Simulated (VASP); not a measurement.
Input of a VASP 6.6.1 run:

Contents of INCAR:

```
SYSTEM = Si
  ALGO = Normal
  EDIFF = 1E-6
  ENCUT = 520
  GGA = PE
  ISIF = 2
  ISMEAR = 0
  LASPH = .TRUE.
  LCHARG = .TRUE.
  LELF = .TRUE.
  LREAL = .FALSE.
  LVHAR = .TRUE.
  LWAVE = .FALSE.
  NBANDS = 16
  NELM = 60
  PREC = Accurate
  SIGMA = 0.01
```

The input KPOINTS:

```
k-points
0
G
  6 6 2
  0 0 0
```

Contents of POSCAR:

```
Si
1.0
    3.7671531127      0.0000000000      0.0000000000
   -1.8835765564      3.2624502955      0.0000000000
    0.0000000000      0.0000000000      6.2337392947
Si
4
Direct
    0.3333333333      0.6666666667      0.0630612446
    0.6666666667      0.3333333333      0.5630612446
    0.3333333333      0.6666666667      0.4369387554
    0.6666666667      0.3333333333      0.9369387554
```

Potentials or basis: VASP PAW PBE potentials, release 64 (Si).

Run with:

```console
$ cat potpaw_PBE.64/Si/POTCAR > POTCAR
$ mpirun -np 1 vasp_std > vasp.out
```

(1) Estimate the largest force.

(2) What does it give for the band gap on the k mesh?

(3) What does it give for the pressure?

## Answers

(1) 0.025 eV/Å.

(2) 0.31 eV, indirect (least direct gap 1.17 eV).

(3) 6.7 GPa.

Caveat: the k points lie up to 0.50 Å⁻¹ apart.
